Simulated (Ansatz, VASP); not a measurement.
# Si: VASP beside Ansatz

File POSCAR:

```
Si
1.0
    0.0000000000      2.7220959757      2.7220959757
    2.7220959757      0.0000000000      2.7220959757
    2.7220959757      2.7220959757      0.0000000000
Si
2
Direct
    0.7500000000      0.7500000000      0.7500000000
    0.5000000000      0.5000000000      0.5000000000
```

The input INCAR.step1:

```
ALGO     = Normal         # electronic algorithm
EDIFF    = 1E-5           # SCF threshold, eV
ENCUT    = 550            # plane-wave cutoff, eV
GGA      = PE             # functional
GGA_COMPAT= False        
ISMEAR   = 0              # smearing method
LASPH    = True           # aspherical terms in the spheres
LCHARG   = False          # write CHGCAR
LREAL    = False          # projectors in reciprocal space
LWAVE    = True           # write WAVECAR
NBANDS   = 11             # bands
NELM     = 120            # most SCF steps
PREC     = Accurate       # precision mode
SIGMA    = 0.02           # smearing width, eV
```

Contents of INCAR.step2:

```
ALGO     = Normal         # electronic algorithm
EDIFF    = 1E-6           # SCF threshold, eV
ENCUT    = 550            # plane-wave cutoff, eV
GGA_COMPAT= False        
ISIF     = 2              # what is computed and relaxed
ISMEAR   = 0              # smearing method
ISTART   = 1            
LASPH    = True           # aspherical terms in the spheres
LCHARG   = True           # write CHGCAR
LELF     = True           # ELF
LMIXTAU  = True         
LREAL    = False          # projectors in reciprocal space
LVHAR    = True         
LWAVE    = False          # write WAVECAR
METAGGA  = R2SCAN         # meta-GGA
NBANDS   = 11             # bands
NELM     = 120            # most SCF steps
PREC     = Accurate       # precision mode
SIGMA    = 0.02           # smearing width, eV
```

File KPOINTS:

```
k-points
0
Gamma
  8 8 8
```

Input for Ansatz:

```yaml
crystal:
  lattice:
    - [0.0, 2.7220959757, 2.7220959757]
    - [2.7220959757, 0.0, 2.7220959757]
    - [2.7220959757, 2.7220959757, 0.0]
  atoms:
    - { symbol: Si, position: [0.75, 0.75, 0.75] }
    - { symbol: Si, position: [0.5, 0.5, 0.5] }
basis:
  ecutwfc: 500
kpoints:
  mp_grid: { grid: [8, 8, 8] }
  band_path: { path: [VBM, CBM], npoints: 2 }
hamiltonian:
  xc: r2scan
  pseudopotentials: { kind: paw }
scf:
  occupations: { method: gaussian, width: 0.02 }
output:
  forces: false
  stress: false
  eigenvalues: true
checkpoint:
  read: start.run
  write: ck
  compress: false
  write_wavefunctions: false
  write_every: 100000
```

Alike in both runs: task single point; functional r2SCAN; k mesh 8 × 8 × 8; occupations gaussian, width 0.02 eV; no spin polarisation.

|  | VASP | Ansatz |
| --- | --- | --- |
| version | VASP 6.6.1 | Ansatz 0.2.0 |
| potentials or method | VASP PAW PBE potentials, release 64 (Si), cutoff 550 eV | scalar-relativistic, plane waves, PAW |
| valence electrons in the cell | 8 | 8 |

|  | VASP | Ansatz | Ansatz less VASP |
| --- | --- | --- | --- |
| gap on the k mesh at the Fermi level (eV) | 0.83 | 0.81 | -0.015 |
| least direct gap on the mesh (eV) | 2.75 | 2.74 | -0.016 |

VASP's potentials were made for PBE, not for r2SCAN.
